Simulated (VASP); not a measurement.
# Cd3C2 (P-3m1) in VASP: notebook, part 2 of 2

VASP 6.6.1. Earlier steps stand in the parts before.

**3. Single point, r2SCAN**

This run uses another cell than the first one, of 16.96 Å³/atom, 1.076 times its volume.

POSCAR reads:

```
Cd3C2
1.0
    3.9775629274      0.0000000000      0.0000000000
   -1.9887814637      3.4446705402      0.0000000000
    0.0000000000      0.0000000000      6.1884418134
Cd C
3 2
Direct
    0.0000000000      0.0000000000      0.0000000000
    0.3333333333      0.6666666667      0.6450000000
    0.6666666667      0.3333333333      0.3550000000
    0.3333333333      0.6666666667      0.2450000000
    0.6666666667      0.3333333333      0.7550000000
```

INCAR.step1 reads:

```
SYSTEM = Cd3C2
  ALGO = Normal
  EDIFF = 1E-4
  ENCUT = 520
  GGA = PE
  ISMEAR = 0
  LASPH = .True.
  LCHARG = .False.
  LREAL = .False.
  LWAVE = .True.
  NBANDS = 30
  NELM = 60
  PREC = Accurate
  SIGMA = 0.1
```

INCAR.step2 reads:

```
SYSTEM = Cd3C2
  ALGO = Normal
  EDIFF = 1E-7
  ENCUT = 520
  ISIF = 2
  ISMEAR = 0
  ISTART = 1
  LASPH = .True.
  LCHARG = .False.
  LMIXTAU = .True.
  LREAL = .False.
  LWAVE = .False.
  METAGGA = R2SCAN
  NBANDS = 30
  NELM = 60
  PREC = Accurate
  SIGMA = 0.1
```

KPOINTS reads:

```
k-points
0
Gamma
  6 6 4
  0 0 0
```

Potentials or basis: VASP PAW PBE potentials, release 64 (Cd, C).

Command:

```
$ cat potpaw_PBE.64/Cd/POTCAR potpaw_PBE.64/C/POTCAR > POTCAR
$ cp INCAR.step1 INCAR
$ mpirun -np 1 vasp_std > vasp.out
$ cp INCAR.step2 INCAR
$ mpirun -np 1 vasp_std > vasp.out
```

OUTCAR:

```text
SYSTEM = Cd3C2
   EDIFF = 1E-7
   ENCUT = 520
   ISIF = 2
   ISMEAR = 0
   ISTART = 1
   LASPH = .True.
   LREAL = .False.
   METAGGA = R2SCAN
   NELM = 60
   PREC = Accurate

 ion  position               nearest neighbor table
   1  0.000  0.000  0.000-   4 2.75   5 2.75   4 2.75   5 2.75   5 2.75   4 2.75   2 3.18   3 3.18
                             2 3.18   3 3.18   2 3.18   3 3.18
   2  0.333  0.667  0.645-   5 2.40   5 2.40   5 2.40   4 2.48   3 2.91   3 2.91   3 2.91   1 3.18
                             1 3.18   1 3.18
   3  0.667  0.333  0.355-   4 2.40   4 2.40   4 2.40   5 2.48   2 2.91   2 2.91   2 2.91   1 3.18
                             1 3.18   1 3.18
   4  0.333  0.667  0.245-   3 2.40   3 2.40   3 2.40   2 2.48   1 2.75   1 2.75   1 2.75
   5  0.667  0.333  0.755-   2 2.40   2 2.40   2 2.40   3 2.48   1 2.75   1 2.75   1 2.75

  LATTYP: Found a hexagonal cell.
 ALAT       =     3.9775629274
 C/A-ratio  =     1.5558375634

  Lattice vectors:

 A1 = (   3.9775629274,   0.0000000000,   0.0000000000)
 A2 = (  -1.9887814637,   3.4446705402,   0.0000000000)
 A3 = (   0.0000000000,   0.0000000000,   6.1884418134)

Analysis of symmetry for initial positions (statically):
=====================================================================
 Subroutine PRICEL returns:
 Original cell was already a primitive cell.

 Routine SETGRP: Setting up the symmetry group for a
 hexagonal supercell.

 Subroutine GETGRP returns: Found 12 space group operations
 (whereof 12 operations were pure point group operations)
 out of a pool of 24 trial point group operations.

The static configuration has the point symmetry D_3d.

Analysis of symmetry for dynamics (positions and initial velocities):
=====================================================================
 Subroutine PRICEL returns:
 Original cell was already a primitive cell.

 Routine SETGRP: Setting up the symmetry group for a
 hexagonal supercell.

 Subroutine GETGRP returns: Found 12 space group operations
 (whereof 12 operations were pure point group operations)
 out of a pool of 24 trial point group operations.

The dynamic configuration has the point symmetry D_3d.

 Subroutine INISYM returns: Found 12 space group operations
 (whereof 12 operations are pure point group operations),
 and found     1 'primitive' translations

----------------------------------------------------------------------------------------

                                     Primitive cell

  volume of cell :      84.7903

  direct lattice vectors                    reciprocal lattice vectors
     3.977562927  0.000000000  0.000000000     0.251410227  0.145151762  0.000000000
    -1.988781464  3.444670540  0.000000000     0.000000000  0.290303525  0.000000000
     0.000000000  0.000000000  6.188441813     0.000000000  0.000000000  0.161591565

  length of vectors
     3.977562927  3.977562927  6.188441813     0.290303525  0.290303525  0.161591565

  position of ions in fractional coordinates (direct lattice)
     0.000000000  0.000000000  0.000000000
     0.333333333  0.666666667  0.645000000
[... 34 lines left out ...]
 ===========================================

 Found     24 irreducible k-points:

 Following reciprocal coordinates:
            Coordinates               Weight
  0.000000  0.000000  0.000000      1.000000
  0.166667 -0.000000  0.000000      6.000000
  0.333333 -0.000000  0.000000      6.000000
  0.500000 -0.000000  0.000000      3.000000
  0.166667  0.166667  0.000000      6.000000
  0.333333  0.166667  0.000000     12.000000
[... 16 lines left out ...]
  0.333333  0.166667  0.500000     12.000000
  0.333333  0.333333  0.500000      2.000000
   k-points           NKPTS =     24   k-points in BZ     NKDIM =     24   number of bands    NBANDS=     30
   number of dos      NEDOS =    301   number of ions     NIONS =      5
   total plane-waves  NPLWV =  43200
   dimension x,y,z NGX =    30 NGY =   30 NGZ =   48
   dimension x,y,z NGXF=    60 NGYF=   60 NGZF=   96
   ions per type =               3   2
   NGX,Y,Z   is equivalent  to a cutoff of  12.54, 12.54, 12.89 a.u.
   NGXF,Y,Z  is equivalent  to a cutoff of  25.08, 25.08, 25.79 a.u.
 SYSTEM =  Cd3C2
   PREC   = accura    normal or accurate (medium, high low for compatibility)
   ISTART =      1    job   : 0-new  1-cont  2-samecut
   ICHARG =      0    charge: 1-file 2-atom 10-const
   ISPIN  =      1    spin polarized calculation?
   LNONCOLLINEAR =      F non collinear calculations
   LSORBIT =      F    spin-orbit coupling
   LASPH  =      T    aspherical Exc in radial PAW
   ENCUT  =  520.0 eV  38.22 Ry    6.18 a.u.   7.40  7.40 11.51*2*pi/ulx,y,z
   NELM   =     60;   NELMIN=  2; NELMDL=  0     # of ELM steps
   EDIFF  = 0.1E-06   stopping-criterion for ELM
   LREAL  =      F    real-space projection
   EDIFFG = 0.1E-05   stopping-criterion for IOM
   NSW    =      0    number of steps for IOM
   IBRION =     -1    ionic relax: 0-MD 1-quasi-New 2-CG
   NFREE  =      0    steps in history (QN), initial steepest desc. (CG)
   ISIF   =      2    stress and relaxation
   ISYM   =      2    0-nonsym 1-usesym 2-fastsym
   POTIM  = 0.5000    time-step for ionic-motion
   TEBEG  =    0.0;   TEEND  =   0.0 temperature during run
   PSTRESS=    0.0 pullay stress
   NELECT =      44.0000    total number of electrons
   NUPDOWN=      -1.0000    fix difference up-down
   EMIN   =  10.00;   EMAX   =-10.00  energy-range for DOS
   EFERMI =   0.00;   METHOD = LEGACY
   ISMEAR =     0;   SIGMA  =   0.10  broadening in eV -4-tet -1-fermi 0-gaus
   EFERMI_NEDOS =   21; number of points for ismear=-14 and -15
   IALGO  =     38    algorithm
   IMIX   =      4    mixing-type and parameters
     AMIX     =   0.40;   BMIX     =  1.00
     AMIX_MAG =   1.60;   BMIX_MAG =  1.00
  volume/ion in A,a.u.               =      16.96       114.44
  Fermi-wavevector in a.u.,A,eV,Ry     =   1.315559  2.486046 23.547546  1.730696
  Thomas-Fermi vector in A             =   2.445733
   LORBIT       =      0    0 simple, 1 ext, 2 COOP (PROOUT), +10 PAW based schemes
   METAGGA = R2SCAN    functional components
   LHFCALC =     F    Hartree Fock is set to
   AEXX    =    0.0000 exact exchange contribution
   IVDW    =     0    specifies the selected vdW correction
   LEPSILON=     F    determine dielectric tensor
   LRPA    =     F    only Hartree local field effects (RPA)
 non-spin polarized calculation
 Gauss-broadening in eV      SIGMA  =   0.10
  energy-cutoff  :      520.00
  volume of cell :       84.79
 maximum number of plane-waves:      2309
 NGX is ok and might be reduce to    30
   NGX = 15   NGY = 15   NGZ = 23

 number of electron      43.9999983 magnetization

 Free energy of the ion-electron system (eV)
  ---------------------------------------------------
  ext. energy  EPLUGINS =         0.00000000
  ---------------------------------------------------
  free energy    TOTEN  =       -72.74805446 eV

  energy without entropy =      -72.72754651  energy(sigma->0) =      -72.73780049

 E-fermi :   2.2300     XC(G=0): -11.5275

 val. band max:        2.2169097739   @ k =   0.1667   0.1667   0.0000
 cond. band min:       2.2490387905   @ k =   0.0000   0.3333   0.2500
 fundamental gap:      0.0321290166
 Fermi energy:         2.2300333786

 k-point     1 :       0.0000    0.0000    0.0000
  band No.  band energies     occupation
      1      -9.5933      2.00000
      2      -8.8502      2.00000
      3      -6.9643      2.00000
      4      -6.9643      2.00000
      5      -6.7614      2.00000
      6      -6.7614      2.00000
[... 781 lines left out ...]
     29       8.9551      0.00000
     30      10.5688      0.00000

------------------------ aborting loop because EDIFF is reached ----------------------------------------

  FORCE on cell =-STRESS in cart. coord.  units (eV):
  Direction    XX          YY          ZZ          XY          YZ          ZX
  --------------------------------------------------------------------------------------
  -------------------------------------------------------------------------------------
  Total       -2.9598201     -2.9598201     -1.8357588      0.0000000      0.0000000      0.0000000
  in kB      -55.9280705    -55.9280705    -34.6880703      0.0000000      0.0000000      0.0000000
  external PRESSURE =     -48.8480704 kB  Pullay stress =       0.0000000 kB

 VOLUME and BASIS-vectors are now :
 -----------------------------------------------------------------------------
  energy-cutoff  :      520.00
  volume of cell :       84.79
      direct lattice vectors                 reciprocal lattice vectors
     3.977562927  0.000000000  0.000000000     0.251410227  0.145151762  0.000000000
    -1.988781464  3.444670540  0.000000000     0.000000000  0.290303525  0.000000000
     0.000000000  0.000000000  6.188441813     0.000000000  0.000000000  0.161591565

 POSITION                                       TOTAL-FORCE (eV/Angst)
 -----------------------------------------------------------------------------------
      0.00000      0.00000      0.00000        -0.000000      0.000000      0.000000
     -0.00000      2.29645      3.99154        -0.000000      0.000000      0.683759
      1.98878      1.14822      2.19690         0.000000     -0.000000     -0.683759
     -0.00000      2.29645      1.51617        -0.000000      0.000000     -0.117092
      1.98878      1.14822      4.67227        -0.000000     -0.000000      0.117092
 -----------------------------------------------------------------------------------
    total drift:                                0.000000      0.000000     -0.000000

  FREE ENERGIE OF THE ION-ELECTRON SYSTEM (eV)
  ---------------------------------------------------
  free  energy   TOTEN  =       -72.7480544632 eV

  energy  without entropy=      -72.7275465088  energy(sigma->0) =      -72.73780049
```

Run time: 2.8 min. Hardware: 1 thread of Intel Xeon Platinum 8488C (Sapphire Rapids), shared host; peak memory 0.22 GiB.

Results:

```
Free energy            : -72.7481 eV
Pressure               : -4.9 GPa
Largest force          : 0.684 eV/Å
Band gap on the k mesh : zero (band 22 reaches 3.11 eV, above the bottom of band 23 at 0.80 eV)
```

Forces on the atoms (eV/Å):
```
Cd   0.000  0.000  0.000
Cd   0.000  0.000  0.684
Cd   0.000  0.000 -0.684
C    0.000  0.000 -0.117
C    0.000  0.000  0.117
```

Stress tensor (GPa, compression positive):
```
-5.59  0.00  0.00
 0.00 -5.59  0.00
 0.00  0.00 -3.47
```

Levels at points of the mesh, in eV from the Fermi level:
| k point | band 20 | band 21 | band 22 | band 23 | band 24 | band 25 |
| --- | --- | --- | --- | --- | --- | --- |
| (0.00, 0.00, 0.00) | 0.27 | 0.27 | 0.68 | 0.68 | 0.85 | 2.17 |
| (0.50, 0.00, 0.00) | -2.46 | -1.81 | -0.86 | 0.30 | 2.59 | 3.40 |
| (0.00, 0.00, 0.50) | 0.17 | 0.17 | 0.88 | 0.88 | 2.17 | 2.74 |
| (0.50, 0.00, 0.50) | -0.98 | -0.81 | -0.67 | -0.12 | 1.86 | 3.24 |

Caveat: the PAW data sets were made with another functional, which shifts forces and pressure a little.
